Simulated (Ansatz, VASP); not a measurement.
# Two plane-wave programs on Ti

```
Ti
1.0
     0.00000    1.99955    1.96910
     1.99955    0.00000    1.96910
     1.99955    1.99955    0.00000
Ti
1
Direct
  0.00000 0.00000 0.00000
```

Change from the starting cell: strain -0.015 along x and y, -0.030 along z, atoms carried along.

Alike in both runs: task single point; functional r2SCAN; k mesh 20 × 20 × 20; occupations gaussian, width 0.15 eV; no spin polarisation.

|  | VASP | Ansatz |
| --- | --- | --- |
| version | VASP 6.6.1 | Ansatz 0.2.0 |
| potentials or method | VASP PAW PBE potentials, release 64 (Ti_sv), cutoff 520 eV | scalar-relativistic, plane waves, PAW |
| valence electrons in the cell | 12 | 12 |

```tsv
	VASP	Ansatz	Ansatz less VASP
gap on the k mesh at the Fermi level (eV)	none	none	-
pressure (GPa)	13.2	12.8	-0.48
traceless stress, the component that is largest in VASP (GPa)	0.35	0.35	-0.006
```

VASP's potentials were made for PBE, not for r2SCAN. A gap of «none» marks a metal or a gap that the smearing closes.
